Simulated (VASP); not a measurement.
A run of VASP 6.6.1 is set up as follows.

File INCAR:

```
SYSTEM = MgO
PREC = Accurate ; ENCUT = 520
EDIFF = 1E-7 ; ISMEAR = -1
SIGMA = 0.05 ; LREAL = .False.
LASPH = .True. ; NELM = 100
ALGO = Normal ; ISIF = 2
LWAVE = .False. ; LCHARG = .False.
GGA = PS ; NBANDS = 16
```

File KPOINTS:

```
regular mesh
0
Gamma
  9 9 6
  0 0 0
```

The input POSCAR:

```
MgO
1.0
    3.2855864049      0.0000000000      0.0000000000
   -1.6427932025      2.8454012930      0.0000000000
    0.0000000000      0.0000000000      4.9494385035
Mg O
2 2
Direct
    0.6666666667      0.3333333333      0.5021597400
    0.3333333333      0.6666666667      0.0021597400
    0.6666666667      0.3333333333      0.9024402600
    0.3333333333      0.6666666667      0.4024402600
```

Potentials or basis: VASP PAW PBE potentials, release 64 (Mg, O).

Command:

```console
$ cat potpaw_PBE.64/Mg/POTCAR potpaw_PBE.64/O/POTCAR > POTCAR
$ mpirun -np 1 vasp_std > vasp.out
```

Problem. Estimate the largest force.

Solution. 0.010 eV/Å.

Problem. Predict the band gap on the k mesh.

Solution. 3.45 eV, direct.

Problem. Predict the pressure.

Solution. 2.7 GPa.

Forces in eV/Å, atoms in the order of the input:
```
Mg   0.000  0.000 -0.010
Mg   0.000  0.000 -0.010
O    0.000  0.000  0.010
O    0.000  0.000  0.010
```

Caveat: the PAW data sets were made with another functional, which shifts forces and pressure a little. A k mesh can miss the band edges.
